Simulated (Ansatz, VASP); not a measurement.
Given: the input of a run of Ansatz 0.2.0 on AlN.

Contents of input.yaml:

```yaml
crystal:
  lattice:
    - [0.0, 2.0070211428, 2.0070211428]
    - [2.0070211428, 0.0, 2.0070211428]
    - [2.0070211428, 2.0070211428, 0.0]
  atoms:
    - { symbol: Al, position: [0.5, 0.5, 0.5] }
    - { symbol: "N", position: [0.0, 0.0, 0.0] }
kpoints:
  mp_grid: { grid: [11, 11, 11] }
scf:
  occupations: { method: fermi_dirac, width: 0.05 }
hamiltonian:
  xc: pbesol
  pseudopotentials: { kind: all_electron, lapw: { basis_error: 0.001 } }
output:
  forces: true
  stress: true
  eigenvalues: true
```

Potentials or basis: all-electron LAPW, scalar-relativistic.

The run is started by

```sh
$ ansatz run input.yaml --threads 1 --pin off --max-ram 3072MiB --backend cpu --events-out ev --progress --plain --runs-dir out
```

**Question.** Translate it to VASP 6.6.1. Potentials there: VASP PAW PBE potentials, release 64 (Al, N).

**Answer.** As run (the cutoff follows the program's own potentials):

Contents of INCAR:

```
ALGO = Normal ; EDIFF = 1E-6
ENCUT = 520 ; GGA = PS
ISIF = 2 ; ISMEAR = -1
LASPH = T ; LCHARG = T
LELF = T ; LREAL = F
LVHAR = T ; LWAVE = F
NBANDS = 11 ; NELM = 80
PREC = Accurate ; SIGMA = 0.05
```

Contents of KPOINTS:

```
k-points
0
Gamma
  11 11 11
```

The input POSCAR:

```
AlN
1.0
    0.0000000000      2.0070211428      2.0070211428
    2.0070211428      0.0000000000      2.0070211428
    2.0070211428      2.0070211428      0.0000000000
Al N
1 1
Direct
    0.5000000000      0.5000000000      0.5000000000
    0.0000000000      0.0000000000      0.0000000000
```

Potentials or basis: VASP PAW PBE potentials, release 64 (Al, N).

Command:

```sh
$ cat potpaw_PBE.64/Al/POTCAR potpaw_PBE.64/N/POTCAR > POTCAR
$ mpirun -np 1 vasp_std > vasp.out
```

Both were run:

|  | VASP | Ansatz | Ansatz less VASP |
| --- | --- | --- | --- |
| gap on the k mesh at the Fermi level (eV) | 4.90 | 4.89 | -0.008 |
| least direct gap on the mesh (eV) | 5.99 | 5.98 | -0.007 |
| pressure (GPa) | 6.3 | 6.4 | +0.08 |

VASP's potentials were made for PBE, not for PBEsol. Ansatz ran all-electron here, and VASP with PAW potentials.
